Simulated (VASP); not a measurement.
# BAs: relaxation of cell and atoms with PBE

Crystal: BAs.

```
B As
1.0
     0.00000    2.40064    2.40064
     2.40064    0.00000    2.40064
     2.40064    2.40064    0.00000
B As
1 1
Direct
  0.00000 0.00000 0.00000
  0.25000 0.25000 0.25000
```

```json
{
  "Program": "VASP 6.6.1",
  "Task": "relaxation of cell and atoms",
  "Functional": "PBE",
  "Potentials or basis": "VASP PAW PBE potentials, release 64 (B, As)",
  "Cutoff": "500 eV",
  "k mesh": "10 × 10 × 10",
  "Occupations": "gaussian, width 0.02 eV",
  "Spin": "no spin polarisation",
  "Dipole correction": "no",
  "Further INCAR settings": "ALGO = Normal; EDIFF = 1e-07; IBRION = 2; EDIFFG = -0.01; NSW = 100; ISIF = 3"
}
```

The relaxed volume is 13.97 Å³/atom. The relaxed cell is a = 3.406 Å, b = 3.406 Å, c = 3.406 Å, α = 60.00°, β = 60.00°, γ = 60.00°, the space group after relaxing (to 0.05 Å) is F-43m (No. 216) and the energy gained by relaxing is 0.5 meV/atom. The ionic steps are 3, the pressure after relaxing is 0.0 GPa and the band gap on the k mesh is 1.20 eV, indirect (least direct gap 3.25 eV).

The path:
```
step  energy change (eV)  largest force (eV/Å)  pressure (GPa)  volume (Å³)
   1              0.0000                0.0000            1.28        27.67
   2             -0.0006                0.0000           -0.84        28.12
   3             -0.0010                0.0000            0.01        27.93
```

Final structure:
```
B As
1.0
     0.00000    2.40822    2.40822
     2.40822    0.00000    2.40822
     2.40822    2.40822    0.00000
B As
1 1
Cartesian
  0.0000 0.0000 0.0000
  1.2041 1.2041 1.2041
```

Levels at points of the mesh, in eV from the valence-band top:
```tsv
k point	band 2	band 3	band 4	band 5	band 6	band 7
(0.00, 0.00, 0.00)	0.00	0.00	0.00	3.25	3.25	3.25
(0.50, 0.00, 0.00)	-8.61	-1.78	-1.78	2.55	4.75	4.75
(0.50, 0.50, 0.00)	-8.39	-3.98	-3.98	1.46	1.46	11.13
```

Run time: 13 s on 1 thread of Intel(R) Xeon(R) 6975P-C (Granite Rapids), with other jobs on the host, peak memory 0.16 GiB.

A k mesh can miss the band edges.
